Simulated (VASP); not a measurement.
Here is a VASP 6.6.1 calculation.

POSCAR

```
H4NF
1.0
    4.2144713920      2.4332261927      5.3543309033
   -4.2144713920      2.4332261927      5.3543309033
    0.0000000000     -4.8664523854      5.3543309033
H N F
32 8 8
Direct
    0.8060766700      0.8060766700      0.8060766700
    0.3060766700      0.3060766700      0.3060766700
    0.8458500100      0.6249401800      0.6821053000
    0.6249401800      0.6821053000      0.8458500100
    0.6821053000      0.8458500100      0.6249401800
    0.3458500100      0.1821053000      0.1249401800
    0.1821053000      0.1249401800      0.3458500100
    0.1249401800      0.3458500100      0.1821053000
    0.2407271300      0.6581937300      0.1474909700
    0.6581937300      0.1474909700      0.2407271300
    0.1474909700      0.2407271300      0.6581937300
    0.7407271300      0.6474909700      0.1581937300
    0.6474909700      0.1581937300      0.7407271300
    0.1581937300      0.7407271300      0.6474909700
    0.0425187900      0.6047046500      0.3397999200
    0.6047046500      0.3397999200      0.0425187900
    0.3397999200      0.0425187900      0.6047046500
    0.5425187900      0.8397999200      0.1047046500
    0.8397999200      0.1047046500      0.5425187900
    0.1047046500      0.5425187900      0.8397999200
    0.0102934400      0.7873930700      0.1210203300
    0.7873930700      0.1210203300      0.0102934400
    0.1210203300      0.0102934400      0.7873930700
    0.5102934400      0.6210203300      0.2873930700
    0.6210203300      0.2873930700      0.5102934400
    0.2873930700      0.5102934400      0.6210203300
    0.0979354800      0.8207460800      0.2999462600
    0.8207460800      0.2999462600      0.0979354800
    0.2999462600      0.0979354800      0.8207460800
    0.5979354800      0.7999462600      0.3207460800
    0.7999462600      0.3207460800      0.5979354800
    0.3207460800      0.5979354800      0.7999462600
    0.7417924500      0.7417924500      0.7417924500
    0.2417924500      0.2417924500      0.2417924500
    0.0974360000      0.7186104600      0.2260129100
    0.7186104600      0.2260129100      0.0974360000
    0.2260129100      0.0974360000      0.7186104600
    0.5974360000      0.7260129100      0.2186104600
    0.7260129100      0.2186104600      0.5974360000
    0.2186104600      0.5974360000      0.7260129100
    0.9183082700      0.9183082700      0.9183082700
    0.4183082700      0.4183082700      0.4183082700
    0.9681344400      0.4437078100      0.5673556700
    0.4437078100      0.5673556700      0.9681344400
    0.5673556700      0.9681344400      0.4437078100
    0.4681344400      0.0673556700      0.9437078100
    0.0673556700      0.9437078100      0.4681344400
    0.9437078100      0.4681344400      0.0673556700
```

INCAR.step1

```
SYSTEM = H4NF
PREC = Accurate
ENCUT = 910
ISMEAR = -1
SIGMA = 0.02
LREAL = Auto
LASPH = .TRUE.
NELM = 120
NBANDS = 94
GGA = PE
ALGO = Normal
EDIFF = 1E-5
LWAVE = .TRUE.
LCHARG = .FALSE.
GGA_COMPAT = .FALSE.
```

The input INCAR.step2:

```
SYSTEM = H4NF
PREC = Accurate
ENCUT = 910
EDIFF = 1E-7
ISMEAR = -1
SIGMA = 0.02
LREAL = Auto
LASPH = .TRUE.
NELM = 120
ALGO = Normal
ISIF = 2
LWAVE = .FALSE.
LCHARG = .FALSE.
METAGGA = R2SCAN
LMIXTAU = .TRUE.
LEFG = .TRUE.
NBANDS = 94
ISTART = 1
GGA_COMPAT = .FALSE.
```

The input KPOINTS:

```
regular mesh
0
G
  3 3 3
  0 0 0
```

Potentials or basis: VASP PAW PBE potentials, release 64 (H_h, N_h, F_h).

The run is started by

```console
$ cat potpaw_PBE.64/H_h/POTCAR potpaw_PBE.64/N_h/POTCAR potpaw_PBE.64/F_h/POTCAR > POTCAR
$ cp INCAR.step1 INCAR
$ mpirun -np 1 vasp_std > vasp.out
$ cp INCAR.step2 INCAR
$ mpirun -np 1 vasp_std > vasp.out
```

Problem. What does it give for the pressure?

Solution. 0.1 GPa.

Problem. Estimate the largest force.

Solution. 0.049 eV/Å.

Electric field gradients, principal values (V/Å²):
```tsv
atom	least	middle	greatest (by size)
1 H	-13.130	-13.130	26.260
2 H	-13.130	-13.130	26.260
3 H	-11.431	-11.940	23.371
4 H	-11.431	-11.940	23.371
5 H	-11.431	-11.940	23.371
6 H	-11.431	-11.940	23.371
7 H	-11.431	-11.940	23.371
8 H	-11.431	-11.940	23.371
9 H	-12.111	-12.699	24.809
10 H	-12.111	-12.699	24.809
11 H	-12.111	-12.699	24.809
12 H	-12.111	-12.699	24.809
13 H	-12.111	-12.699	24.809
14 H	-12.111	-12.699	24.809
15 H	-11.996	-12.762	24.758
16 H	-11.996	-12.762	24.758
17 H	-11.996	-12.762	24.758
18 H	-11.996	-12.762	24.758
19 H	-11.996	-12.762	24.758
20 H	-11.996	-12.762	24.758
21 H	-11.609	-11.915	23.524
22 H	-11.609	-11.915	23.524
23 H	-11.609	-11.915	23.524
24 H	-11.609	-11.915	23.524
25 H	-11.609	-11.915	23.524
26 H	-11.609	-11.915	23.524
27 H	-11.424	-11.685	23.109
28 H	-11.424	-11.685	23.109
29 H	-11.424	-11.685	23.109
30 H	-11.424	-11.685	23.109
31 H	-11.424	-11.685	23.109
32 H	-11.424	-11.685	23.109
33 N	-3.475	-3.475	6.950
34 N	-3.475	-3.475	6.950
35 N	-0.423	-2.601	3.024
36 N	-0.423	-2.601	3.024
37 N	-0.423	-2.601	3.024
38 N	-0.423	-2.601	3.024
39 N	-0.423	-2.601	3.024
40 N	-0.423	-2.601	3.024
41 F	-3.580	-3.580	7.160
42 F	-3.580	-3.580	7.160
43 F	-1.693	-4.591	6.284
44 F	-1.693	-4.591	6.284
45 F	-1.693	-4.591	6.284
46 F	-1.693	-4.591	6.284
47 F	-1.693	-4.591	6.284
48 F	-1.693	-4.591	6.284
```

Caveat: the cutoff is under 1.25 times the usual one of these potentials, so pressure, stress and relaxed cells hold a basis-set (Pulay) error; without QUAD_EFG the Cq values of the log hold for a quadrupole moment of 1 mb, not for the nuclei; the PAW data sets were made with another functional, which shifts forces and pressure a little.
